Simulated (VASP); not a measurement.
Write the native input for VASP 6.6.1 that does the following.

| Quantity | Value |
| --- | --- |
| Task | single point |
| Functional | PBE |
| Potentials or basis | VASP PAW PBE potentials, release 64 (Ga_d, N) |
| Cutoff | 520 eV |
| k mesh | 4 × 4 × 4 |
| Occupations | gaussian, width 0.01 eV |
| Spin | no spin polarisation |
| Dipole correction | no |
| Further INCAR settings | ALGO = Normal; EDIFF = 1e-06; NBANDS = 16 |

The structure of GaN lies in POSCAR:

```
GaN
1.0
    0.0000000000      2.2489525415      2.2489525415
    2.2489525415      0.0000000000      2.2489525415
    2.2489525415      2.2489525415      0.0000000000
Ga N
1 1
Direct
    0.0000000000      0.0000000000      0.0000000000
    0.2500000000      0.2500000000      0.2500000000
```

One way to write it, as run:

INCAR

```
ALGO = Normal
EDIFF = 1E-6
ENCUT = 520
GGA = PE
ISIF = 2
ISMEAR = 0
LASPH = True
LCHARG = True
LELF = True
LREAL = False
LVHAR = True
LWAVE = False
NBANDS = 16
NELM = 100
PREC = Accurate
SIGMA = 0.01
```

KPOINTS

```
k-points
0
Gamma
  4 4 4
```

Potentials or basis: VASP PAW PBE potentials, release 64 (Ga_d, N).

The run is started by

```sh
$ cat potpaw_PBE.64/Ga_d/POTCAR potpaw_PBE.64/N/POTCAR > POTCAR
$ mpirun -np 1 vasp_std > vasp.out
```

It gave:

The pressure is 6.2 GPa. The band gap on the k mesh is 1.74 eV, direct.

Caveat: the k points lie up to 0.60 Å⁻¹ apart.

It took 5.6 s on 1 thread of Intel(R) Xeon(R) Platinum 8559C (Emerald Rapids), with other jobs on the host, peak memory 0.13 GiB.
